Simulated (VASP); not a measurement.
# CsI (Pm-3m) in VASP: notebook

Aim: see how the results for CsI move with the level of theory and the settings. Levels: r2SCAN, HSE06, PBE-based screened hybrid with 35 % exact exchange. Tasks: single point.

Program: VASP 6.6.1. These are calculated values, not measurements. Logs are shortened: lines on timing, memory, paths and dates and some standing lists are left out, and cuts for length are marked.

## (1) The cell of the first run

The structure is cubic, space group Pm-3m (No. 221). The conventional cell has a = 4.608 Å, b = 4.608 Å, c = 4.608 Å, α = 90.00°, β = 90.00°, γ = 90.00°. Within 5.2 Å of Cs (site symmetry m-3m) lie 8 I at 3.99 Å and 6 Cs at 4.61 Å. Within 5.2 Å of I (site symmetry m-3m) lie 8 Cs at 3.99 Å and 6 I at 4.61 Å.

## (2) Single point, r2SCAN

The input, POSCAR:

```
CsI
1.0
    4.6081404514      0.0000000000      0.0000000000
    0.0000000000      4.6081404514      0.0000000000
    0.0000000000      0.0000000000      4.6081404514
Cs I
1 1
Direct
    0.0000000000      0.0000000000      0.0000000000
    0.5000000000      0.5000000000      0.5000000000
```

The input, INCAR.step1:

```
PREC     = Accurate       # precision mode
ENCUT    = 550            # plane-wave cutoff, eV
ISMEAR   = 1              # smearing method
SIGMA    = 0.001          # smearing width, eV
LREAL    = False          # projectors in reciprocal space
LASPH    = True           # aspherical terms in the spheres
NELM     = 120            # most SCF steps
NBANDS   = 15             # bands
GGA      = PE             # functional
ALGO     = Normal         # electronic algorithm
EDIFF    = 1E-5           # SCF threshold, eV
LWAVE    = True           # write WAVECAR
LCHARG   = False          # write CHGCAR
GGA_COMPAT= False
```

The input, INCAR.step2:

```
PREC     = Accurate       # precision mode
ENCUT    = 550            # plane-wave cutoff, eV
EDIFF    = 1E-6           # SCF threshold, eV
ISMEAR   = 1              # smearing method
SIGMA    = 0.001          # smearing width, eV
LREAL    = False          # projectors in reciprocal space
LASPH    = True           # aspherical terms in the spheres
NELM     = 120            # most SCF steps
ALGO     = Normal         # electronic algorithm
ISIF     = 2              # what is computed and relaxed
LWAVE    = False          # write WAVECAR
LCHARG   = True           # write CHGCAR
METAGGA  = R2SCAN         # meta-GGA
LMIXTAU  = True         
LELF     = True           # ELF
LVHAR    = True         
NBANDS   = 15             # bands
ISTART   = 1            
GGA_COMPAT= False
```

The input, KPOINTS:

```
Automatic mesh
0
Gamma
  4 4 4
```

Potentials or basis: VASP PAW PBE potentials, release 64 (Cs_sv, I).

The run is started by

```console
> cat potpaw_PBE.64/Cs_sv/POTCAR potpaw_PBE.64/I/POTCAR > POTCAR
> cp INCAR.step1 INCAR
> mpirun -np 1 vasp_std > vasp.out
> cp INCAR.step2 INCAR
> mpirun -np 1 vasp_std > vasp.out
```

OUTCAR:

```text
PREC = Accurate
   ENCUT = 550
   EDIFF = 1E-6
   ISMEAR = 1
   LREAL = False
   LASPH = True
   NELM = 120
   ISIF = 2
   METAGGA = R2SCAN
   ISTART = 1

 ion  position               nearest neighbor table
   1  0.000  0.000  0.000-
   2  0.500  0.500  0.500-

  LATTYP: Found a simple cubic cell.
 ALAT       =     4.6081404514

  Lattice vectors:

 A1 = (   4.6081404514,   0.0000000000,   0.0000000000)
 A2 = (   0.0000000000,   4.6081404514,   0.0000000000)
 A3 = (   0.0000000000,   0.0000000000,   4.6081404514)

Analysis of symmetry for initial positions (statically):
=====================================================================
 Subroutine PRICEL returns:
 Original cell was already a primitive cell.

 Routine SETGRP: Setting up the symmetry group for a
 simple cubic supercell.

 Subroutine GETGRP returns: Found 48 space group operations
 (whereof 48 operations were pure point group operations)
 out of a pool of 48 trial point group operations.

The static configuration has the point symmetry O_h .

Analysis of symmetry for dynamics (positions and initial velocities):
=====================================================================
 Subroutine PRICEL returns:
 Original cell was already a primitive cell.

 Routine SETGRP: Setting up the symmetry group for a
 simple cubic supercell.

 Subroutine GETGRP returns: Found 48 space group operations
 (whereof 48 operations were pure point group operations)
 out of a pool of 48 trial point group operations.

The dynamic configuration has the point symmetry O_h .

 Subroutine INISYM returns: Found 48 space group operations
 (whereof 48 operations are pure point group operations),
 and found     1 'primitive' translations

----------------------------------------------------------------------------------------

                                     Primitive cell

  volume of cell :      97.8537

  direct lattice vectors                    reciprocal lattice vectors
     4.608140451  0.000000000  0.000000000     0.217007275  0.000000000  0.000000000
     0.000000000  4.608140451  0.000000000     0.000000000  0.217007275  0.000000000
     0.000000000  0.000000000  4.608140451     0.000000000  0.000000000  0.217007275

  length of vectors
     4.608140451  4.608140451  4.608140451     0.217007275  0.217007275  0.217007275

  position of ions in fractional coordinates (direct lattice)
     0.000000000  0.000000000  0.000000000
     0.500000000  0.500000000  0.500000000

  ion indices of the primitive-cell ions
   primitive index   ion index
                 1           1
                 2           2

----------------------------------------------------------------------------------------

 KPOINTS: Automatic mesh

Automatic generation of k-mesh.
 Grid dimensions read from file:
 generate k-points for:    4    4    4

 Generating k-lattice:

  Cartesian coordinates                     Fractional coordinates (reciprocal lattice)
     0.054251819  0.000000000  0.000000000     0.250000000  0.000000000  0.000000000
     0.000000000  0.054251819  0.000000000     0.000000000  0.250000000  0.000000000
     0.000000000  0.000000000  0.054251819     0.000000000  0.000000000  0.250000000

  Length of vectors
     0.054251819  0.054251819  0.054251819

  Shift w.r.t. Gamma in fractional coordinates (k-lattice)
     0.000000000  0.000000000  0.000000000

 Subroutine IBZKPT returns following result:
 ===========================================

 Found     10 irreducible k-points:

 Following reciprocal coordinates:
            Coordinates               Weight
  0.000000  0.000000  0.000000      1.000000
  0.250000  0.000000  0.000000      6.000000
  0.500000  0.000000  0.000000      3.000000
  0.250000  0.250000  0.000000     12.000000
  0.500000  0.250000  0.000000     12.000000
  0.500000  0.500000  0.000000      3.000000
  0.250000  0.250000  0.250000      8.000000
  0.500000  0.250000  0.250000     12.000000
  0.500000  0.500000  0.250000      6.000000
  0.500000  0.500000  0.500000      1.000000
   k-points           NKPTS =     10   k-points in BZ     NKDIM =     10   number of bands    NBANDS=     15
   number of dos      NEDOS =    301   number of ions     NIONS =      2
   total plane-waves  NPLWV =  46656
   dimension x,y,z NGX =    36 NGY =   36 NGZ =   36
   dimension x,y,z NGXF=    72 NGYF=   72 NGZF=   72
   ions per type =               1   1
   NGX,Y,Z   is equivalent  to a cutoff of  12.99, 12.99, 12.99 a.u.
   NGXF,Y,Z  is equivalent  to a cutoff of  25.98, 25.98, 25.98 a.u.
 SYSTEM =  unknown system
   PREC   = accura    normal or accurate (medium, high low for compatibility)
   ISTART =      1    job   : 0-new  1-cont  2-samecut
   ICHARG =      0    charge: 1-file 2-atom 10-const
   ISPIN  =      1    spin polarized calculation?
   LNONCOLLINEAR =      F non collinear calculations
   LSORBIT =      F    spin-orbit coupling
   LASPH  =      T    aspherical Exc in radial PAW
[... 61 lines left out ...]
      2     -10.5699      2.00000
      3      -6.9764      2.00000
      4      -6.9764      2.00000
      5      -6.9764      2.00000
      6       0.2613      2.00000
      7       0.2613      2.00000
      8       0.2613      2.00000
      9       4.8514      0.00000
     10       5.0031      0.00000
     11       5.0031      0.00000
     12       8.6964      0.00000
     13       8.6964      0.00000
     14       8.6964      0.00000
     15      11.0560      0.00000

 k-point     2 :       0.2500    0.0000    0.0000
  band No.  band energies     occupation
      1     -20.6340      2.00000
      2     -10.5736      2.00000
      3      -7.0433      2.00000
      4      -6.9478      2.00000
      5      -6.9478      2.00000
      6      -0.5341      2.00000
      7       0.1965      2.00000
      8       0.1965      2.00000
      9       5.3711      0.00000
     10       5.9083      0.00000
     11       6.2714      0.00000
     12       8.5942      0.00000
     13       8.5942      0.00000
     14       8.9710      0.00000
     15       9.1385      0.00000

 k-point     3 :       0.5000    0.0000    0.0000
  band No.  band energies     occupation
      1     -20.6224      2.00000
      2     -10.5802      2.00000
      3      -7.0962      2.00000
      4      -6.9187      2.00000
      5      -6.9187      2.00000
      6      -1.1356      2.00000
      7       0.1289      2.00000
      8       0.1289      2.00000
      9       6.0164      0.00000
     10       7.3785      0.00000
     11       7.5736      0.00000
     12       7.7162      0.00000
     13       8.8254      0.00000
     14       8.8254      0.00000
     15       9.3585      0.00000

 k-point     4 :       0.2500    0.2500    0.0000
  band No.  band energies     occupation
      1     -20.6231      2.00000
      2     -10.5334      2.00000
      3      -7.1476      2.00000
      4      -7.0126      2.00000
      5      -6.9246      2.00000
      6      -0.5450      2.00000
      7      -0.1920      2.00000
      8       0.2178      2.00000
      9       5.8347      0.00000
     10       6.1681      0.00000
     11       6.8986      0.00000
     12       7.6782      0.00000
     13       8.5706      0.00000
     14       8.8832      0.00000
     15       9.6457      0.00000
[... 55 lines left out ...]
 k-point     8 :       0.5000    0.2500    0.2500
  band No.  band energies     occupation
      1     -20.6020      2.00000
      2     -10.4238      2.00000
      3      -7.2270      2.00000
      4      -7.1071      2.00000
      5      -7.0679      2.00000
      6      -0.7518      2.00000
      7      -0.4411      2.00000
      8      -0.1229      2.00000
      9       6.4136      0.00000
     10       6.7568      0.00000
     11       6.7764      0.00000
     12       8.2432      0.00000
     13       8.7552      0.00000
     14       8.8676      0.00000
     15      10.6834      0.00000

 k-point     9 :       0.5000    0.5000    0.2500
  band No.  band energies     occupation
      1     -20.5920      2.00000
      2     -10.3495      2.00000
      3      -7.2616      2.00000
      4      -7.2616      2.00000
      5      -7.0512      2.00000
      6      -0.7042      2.00000
      7      -0.7042      2.00000
      8      -0.3538      2.00000
      9       6.2126      0.00000
     10       7.2906      0.00000
     11       7.3122      0.00000
     12       7.3122      0.00000
     13       9.8953      0.00000
     14       9.8953      0.00000
     15      10.5305      0.00000

 k-point    10 :       0.5000    0.5000    0.5000
  band No.  band energies     occupation
      1     -20.5822      2.00000
      2     -10.2965      2.00000
      3      -7.2099      2.00000
      4      -7.2099      2.00000
      5      -7.2099      2.00000
      6      -0.9001      2.00000
      7      -0.9001      2.00000
      8      -0.9001      2.00000
      9       8.0086      0.00000
     10       8.0086      0.00000
     11       8.0086      0.00000
     12       8.7547      0.00000
     13       8.7547      0.00000
     14       8.7547      0.00000
     15      10.6088      0.00000

------------------------ aborting loop because EDIFF is reached ----------------------------------------

  FORCE on cell =-STRESS in cart. coord.  units (eV):
  Direction    XX          YY          ZZ          XY          YZ          ZX
  --------------------------------------------------------------------------------------
  -------------------------------------------------------------------------------------
  Total        0.0392826      0.0392826      0.0392826     -0.0000000     -0.0000000      0.0000000
  in kB        0.6431815      0.6431815      0.6431815     -0.0000000     -0.0000000      0.0000000
  external PRESSURE =       0.6431815 kB  Pullay stress =       0.0000000 kB

 VOLUME and BASIS-vectors are now :
 -----------------------------------------------------------------------------
  energy-cutoff  :      550.00
  volume of cell :       97.85
      direct lattice vectors                 reciprocal lattice vectors
     4.608140451  0.000000000  0.000000000     0.217007275  0.000000000  0.000000000
     0.000000000  4.608140451  0.000000000     0.000000000  0.217007275  0.000000000
     0.000000000  0.000000000  4.608140451     0.000000000  0.000000000  0.217007275

 POSITION                                       TOTAL-FORCE (eV/Angst)
 -----------------------------------------------------------------------------------
      0.00000      0.00000      0.00000         0.000000      0.000000      0.000000
      2.30407      2.30407      2.30407         0.000000      0.000000      0.000000
 -----------------------------------------------------------------------------------
    total drift:                               -0.000000      0.000000      0.000000

  FREE ENERGIE OF THE ION-ELECTRON SYSTEM (eV)
  ---------------------------------------------------
  free  energy   TOTEN  =       -53.1239472565 eV

  energy  without entropy=      -53.1239472565  energy(sigma->0) =      -53.12394726
```

Run time: 44 s. Hardware: 1 thread of AMD EPYC 9R45 (Zen 5), shared host; peak memory 0.19 GiB.

Results:

```yaml
Free_energy: -53.1239 eV
Pressure: 0.1 GPa
Band_gap_on_the_k_mesh: 4.50 eV (least direct gap 4.59 eV)
```

Caveat: the PAW data sets were made with another functional, which shifts forces and pressure a little; spin-orbit coupling is left out, which moves the levels of the heavy elements. A k mesh can miss the band edges.

## (3) Single point, HSE06

POSCAR is that of step 2.

The input, INCAR.step1:

```
ALGO = Normal
EDIFF = 1E-5
ENCUT = 400
GGA = PE
GGA_COMPAT = F
ISIF = 2
ISMEAR = 0
LASPH = T
LCHARG = F
LREAL = F
LWAVE = T
NBANDS = 15
NELM = 120
PREC = Accurate
SIGMA = 0.01
```

The input, INCAR.step2:

```
ALGO = Normal
EDIFF = 1E-6
ENCUT = 400
GGA = PE
GGA_COMPAT = F
HFSCREEN = 0.2079
ISIF = 2
ISMEAR = 0
ISTART = 1
LASPH = T
LCHARG = F
LHFCALC = T
LREAL = F
LWAVE = F
NBANDS = 15
NELM = 120
PREC = Accurate
PRECFOCK = Normal
SIGMA = 0.01
```

The input, KPOINTS:

```
k-points
0
Gamma
  4 4 4
```

Potentials or basis: VASP PAW PBE potentials, release 64 (Cs_sv, I).

The run is started by

```console
> cat potpaw_PBE.64/Cs_sv/POTCAR potpaw_PBE.64/I/POTCAR > POTCAR
> cp INCAR.step1 INCAR
> mpirun -np 1 vasp_std > vasp.out
> cp INCAR.step2 INCAR
> mpirun -np 1 vasp_std > vasp.out
```

It took 4.8 min on 1 thread of AMD EPYC 9R45 (Zen 5), shared host; peak memory 0.25 GiB.

It converged, with:

| Item | Value |
| --- | --- |
| Free energy | -6.3087 eV |
| Pressure | 0.2 GPa |
| Band gap on the k mesh | 4.78 eV (least direct gap 4.88 eV) |

Levels at points of the mesh, in eV from the valence-band top:
| k point | band 5 | band 6 | band 7 | band 8 | band 9 | band 10 | band 11 | band 12 |
| --- | --- | --- | --- | --- | --- | --- | --- | --- |
| (0.00, 0.00, 0.00) | -7.58 | -0.10 | -0.10 | -0.10 | 4.78 | 5.19 | 5.19 | 8.91 |
| (0.50, 0.00, 0.00) | -7.51 | -1.58 | -0.23 | -0.23 | 6.27 | 7.39 | 7.72 | 7.83 |
| (0.50, 0.50, 0.00) | -7.48 | -0.91 | -0.91 | 0.00 | 5.22 | 5.93 | 7.18 | 7.18 |
| (0.50, 0.50, 0.50) | -7.81 | -1.32 | -1.32 | -1.32 | 8.11 | 8.11 | 8.11 | 8.95 |

Caveat: the PAW data sets were made with another functional, which shifts forces and pressure a little; spin-orbit coupling is left out, which moves the levels of the heavy elements.

## (4) Single point, PBE-based screened hybrid with 35 % exact exchange

POSCAR is that of step 3.

The input, INCAR.step1:

```
PREC     = Accurate       # precision mode
ENCUT    = 400            # plane-wave cutoff, eV
EDIFF    = 1E-5           # SCF threshold, eV
ISMEAR   = 0              # smearing method
SIGMA    = 0.01           # smearing width, eV
LREAL    = F              # projectors in reciprocal space
LASPH    = T              # aspherical terms in the spheres
NELM     = 120            # most SCF steps
ALGO     = Normal         # electronic algorithm
ISIF     = 2              # what is computed and relaxed
LWAVE    = T              # write WAVECAR
LCHARG   = F              # write CHGCAR
NBANDS   = 15             # bands
GGA      = PE             # functional
GGA_COMPAT= F
```

The input, INCAR.step2:

```
PREC     = Accurate       # precision mode
ENCUT    = 400            # plane-wave cutoff, eV
EDIFF    = 1E-6           # SCF threshold, eV
ISMEAR   = 0              # smearing method
SIGMA    = 0.01           # smearing width, eV
LREAL    = F              # projectors in reciprocal space
LASPH    = T              # aspherical terms in the spheres
NELM     = 120            # most SCF steps
ALGO     = Normal         # electronic algorithm
ISIF     = 2              # what is computed and relaxed
LWAVE    = F              # write WAVECAR
LCHARG   = F              # write CHGCAR
GGA      = PE             # functional
LHFCALC  = T              # exact exchange
AEXX     = 0.35           # exact-exchange fraction
HFSCREEN = 0.2078         # screening, 1/A
PRECFOCK = Normal       
NBANDS   = 15             # bands
ISTART   = 1            
GGA_COMPAT= F
```

The input, KPOINTS:

```
regular mesh
0
Gamma
  4 4 4
```

The run is started by

```console
> cat potpaw_PBE.64/Cs_sv/POTCAR potpaw_PBE.64/I/POTCAR > POTCAR
> cp INCAR.step1 INCAR
> mpirun -np 1 vasp_std > vasp.out
> cp INCAR.step2 INCAR
> mpirun -np 1 vasp_std > vasp.out
```

Run time: 5.3 min. Hardware: 1 thread of AMD EPYC 9R45 (Zen 5), shared host; peak memory 0.25 GiB.

The run converged. Its results:

| Item | Value |
| --- | --- |
| Free energy | -6.6961 eV |
| Pressure | 0.1 GPa |
| Band gap on the k mesh | 5.18 eV (least direct gap 5.29 eV) |

Levels at points of the mesh, in eV from the valence-band top:
```
           k point  band 4  band 5  band 6  band 7  band 8  band 9  band 10  band 11  band 12  band 13
(0.00, 0.00, 0.00)   -7.75   -7.75   -0.10   -0.10   -0.10    5.18     5.58     5.58     9.40     9.40
(0.50, 0.00, 0.00)   -7.68   -7.68   -1.61   -0.24   -0.24    6.70     7.81     8.17     8.24     9.54
(0.50, 0.50, 0.00)   -8.11   -7.64   -0.93   -0.93    0.00    5.62     6.35     7.62     7.62    11.16
(0.50, 0.50, 0.50)   -7.99   -7.99   -1.35   -1.35   -1.35    8.53     8.53     8.53     9.44     9.44
```

Caveat: the PAW data sets were made with another functional, which shifts forces and pressure a little; spin-orbit coupling is left out, which moves the levels of the heavy elements.

## (5) Overview

| level | cutoff (eV) | smearing | grid for exact exchange (PRECFOCK) | share of exact exchange | screening parameter | gap on the mesh (eV) | pressure (GPa) |
| --- | --- | --- | --- | --- | --- | --- | --- |
| r2SCAN | 550 | methfessel-paxton 0.001 eV | - | - | - | 4.50 | 0.1 |
| HSE06 | 400 | gaussian 0.01 eV | Normal | 0.25 | 0.2079 1/Å | 4.78 | 0.2 |
| PBE-based screened hybrid with 35 % exact exchange | 400 | gaussian 0.01 eV | Normal | 0.35 | 0.2078 1/Å | 5.18 | 0.1 |

Alike in all rows: task single point; potentials or basis VASP PAW PBE potentials, release 64 (Cs_sv, I); no spin polarisation; cell as given; k mesh 4 × 4 × 4.

On the cell as given the gap runs from 4.50 eV (r2SCAN) to 5.18 eV (PBE-based screened hybrid with 35 % exact exchange).

Caveats: the PAW data sets were made with another functional, which shifts forces and pressure a little; spin-orbit coupling is left out, which moves the levels of the heavy elements.

Total energies depend on the potentials used, so only differences within one code and one set of settings carry meaning.
